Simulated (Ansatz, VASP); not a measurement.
PbS: VASP beside Ansatz

```
Pb S
1.0
     1.96415    1.13400    3.03677
    -1.96415    1.13400    3.03677
     0.00000   -2.26801    3.03677
Pb S
1 1
Direct
  0.97815 0.97815 0.97815
  0.47745 0.47745 0.47745
```

Alike in both runs: task single point; functional r2SCAN; k mesh 9 × 9 × 9; occupations gaussian, width 0.05 eV; no spin polarisation.

|  | VASP | Ansatz |
| --- | --- | --- |
| version | VASP 6.6.1 | Ansatz 0.2.0 |
| potentials or method | VASP PAW PBE potentials, release 64 (Pb_d, S), cutoff 520 eV | scalar-relativistic, plane waves, PAW |
| valence electrons in the cell | 20 | 20 |

```tsv
	VASP	Ansatz	Ansatz less VASP
pressure (GPa)	27.6	27.6	-0.06
traceless stress, the component that is largest in VASP (GPa)	0.48	0.48	-0.006
rms of the force components (eV/Å)	0.015	0.015	-0.0002
```

VASP's potentials were made for PBE, not for r2SCAN. Atom by atom the forces differ by 0.000 eV/Å (rms over components).

Neither program's run includes spin-orbit coupling.
